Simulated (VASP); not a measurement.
A run of VASP 6.6.1 is set up as follows.

INCAR

```
  ALGO = Normal
  EDIFF = 1E-6
  ENCUT = 520
  GGA = PE
  ISIF = 2
  ISMEAR = 0
  LASPH = True
  LCHARG = True
  LELF = True
  LREAL = False
  LVHAR = True
  LWAVE = False
  NBANDS = 30
  NELM = 80
  PREC = Accurate
  SIGMA = 0.1
```

KPOINTS

```
k-points
0
Gamma
  4 4 4
```

POSCAR

```
P
1.0
    5.7382196800      0.0000000000      0.0000000000
    0.0000000000      5.7382196800      0.0000000000
    0.0000000000      0.0000000000      4.4143044900
P
8
Direct
    0.6571883500      0.9519542900      0.0000000000
    0.3428116500      0.0480457100      0.0000000000
    0.0480457100      0.6571883500      0.5000000000
    0.9519542900      0.3428116500      0.5000000000
    0.3428116500      0.9519542900      0.5000000000
    0.6571883500      0.0480457100      0.5000000000
    0.9519542900      0.6571883500      0.0000000000
    0.0480457100      0.3428116500      0.0000000000
```

Potentials or basis: VASP PAW PBE potentials, release 64 (P).

Command:

```sh
$ cat potpaw_PBE.64/P/POTCAR > POTCAR
$ mpirun -np 1 vasp_std > vasp.out
```

Estimate the band gap on the k mesh.

zero (band 20 reaches 7.22 eV, above the bottom of band 21 at 6.44 eV).

What does it give for the pressure?

25.6 GPa.

What does it give for the largest force?

6.058 eV/Å.

Forces in eV/Å, atoms in the order of the input:
```
P    5.975 -0.996  0.000
P   -5.975  0.996  0.000
P    0.996  5.975  0.000
P   -0.996 -5.975  0.000
P   -5.975 -0.996  0.000
P    5.975  0.996  0.000
P   -0.996  5.975  0.000
P    0.996 -5.975  0.000
```

Caveat: forces of over 1 eV/Å act on the atoms, so gaps and moduli don't describe the material at rest.
